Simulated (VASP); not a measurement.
Mn2As2H:

```
As Mn H
1.0
     1.99158    3.44951    0.00000
    -1.99158    3.44951    0.00000
     0.00000    0.00000    6.56382
As Mn H
2 2 1
Direct
  0.33330 0.33340 0.26000
  0.66670 0.66660 0.74000
  0.33330 0.33340 0.62000
  0.66670 0.66660 0.38000
  0.00000 0.00000 0.00000
```

- Program: VASP 6.6.1
- Task: relaxation of cell and atoms
- Functional: PBE
- Potentials or basis: VASP PAW PBE potentials, release 64 (As, Mn_pv, H)
- Cutoff: 600 eV
- k mesh: 5 × 5 × 3
- Occupations: fermi-dirac, width 0.1255 eV
- Spin: no spin polarisation
- Hubbard terms: Mn d U = 6.0 eV

At the start: pressure -8.3 GPa; volume 18.04 Å³/atom.

Problem. Where does the relaxation end?

Solution. Over 20 steps the energy falls by 112.9 meV/atom and the volume is 14.73 Å³/atom (-18.4 %); space group P-3m1 (No. 164, to 0.1 Å) before and after.

Step by step:
```csv
step,energy change (eV),largest force (eV/Å),pressure (GPa),volume (Å³)
1,0.0000,0.2600,-8.34,90.19
2,-0.3779,1.2243,1.28,78.46
3,-0.3790,1.1667,0.67,78.94
4,-0.4590,0.2572,1.57,77.44
5,-0.4590,0.2657,1.46,77.47
6,-0.5047,0.0253,-1.86,78.48
7,-0.5057,0.0156,-2.35,78.64
8,-0.5292,0.4144,-0.18,76.59
9,-0.5292,0.4171,-0.18,76.58
10,-0.5474,0.2961,0.14,75.45
11,-0.5553,0.1109,1.88,72.10
12,-0.5604,0.1405,1.17,73.39
13,-0.5594,0.0995,-1.58,74.32
14,-0.5643,0.0502,-0.21,73.81
15,-0.5643,0.0463,-0.21,73.80
16,-0.5641,0.0430,0.11,73.70
17,-0.5643,0.0510,-0.15,73.79
18,-0.5646,0.0368,0.02,73.65
19,-0.5646,0.0224,-0.04,73.70
20,-0.5647,0.0099,0.05,73.63
```

Final structure:
```yaml
crystal:
  lattice:
    - [1.89304, 3.27884, 0.00000]
    - [-1.89216, 3.27833, 0.00152]
    - [-0.00254, 0.00147, 5.93326]
  atoms:
    - { symbol: As, position: [0.33316, 0.33368, 0.23023] }
    - { symbol: As, position: [0.66684, 0.66632, 0.76977] }
    - { symbol: Mn, position: [0.33337, 0.33326, 0.62320] }
    - { symbol: Mn, position: [0.66663, 0.66674, 0.37680] }
    - { symbol: H, position: [0.00000, 0.00000, 0.00000] }
```

Caveat: the k points lie up to 0.38 Å⁻¹ apart in the final cell, too coarse for converged energies and pressures of a metal; the volume moved by over 15 % at a fixed basis, so the end points are rough; the run has no spin polarisation, though such a crystal can be magnetic; U without spin polarisation on a metal has little footing; the U is typed as a test and isn't derived for this compound.
